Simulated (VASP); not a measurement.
## Ge: electric field gradients with PBEsol

The system is Ge.

```
Ge
1.0
     0.00000    2.83817    2.83817
     2.83817    0.00000    2.83817
     2.83817    2.83817    0.00000
Ge
2
Direct
  0.50000 0.50000 0.50000
  0.75000 0.75000 0.75000
```

* Program: VASP 6.6.1
* Task: electric field gradients
* Functional: PBEsol
* Potentials or basis: VASP PAW PBE potentials, release 64 (Ge_d)
* Cutoff: 520 eV
* k mesh: 11 × 11 × 11
* Occupations: fermi-dirac, width 0.05 eV
* Spin: no spin polarisation
* Dipole correction: no
* Further INCAR settings: ALGO = Normal; EDIFF = 1e-08; NBANDS = 21

- Pressure: -0.1 GPa
- Band gap on the k mesh: zero (filled and empty bands touch)
- Largest electric field gradient by atom: zero within the noise of the run

Levels at points of the mesh, in eV from the Fermi level:
```csv
k point,band 12,band 13,band 14,band 15,band 16,band 17
"(0.00, 0.00, 0.00)",-0.10,-0.01,-0.01,-0.01,2.52,2.52
```

Run time: 51 s on 1 thread of Intel(R) Xeon(R) Platinum 8259CL CPU @ 2.50GHz (Skylake/Cascade Lake), on a shared host, peak memory 0.18 GiB.

Caveat: semilocal functionals underestimate gaps, so a narrow gap can read as zero; the PAW data sets were made with another functional, which shifts forces and pressure a little.
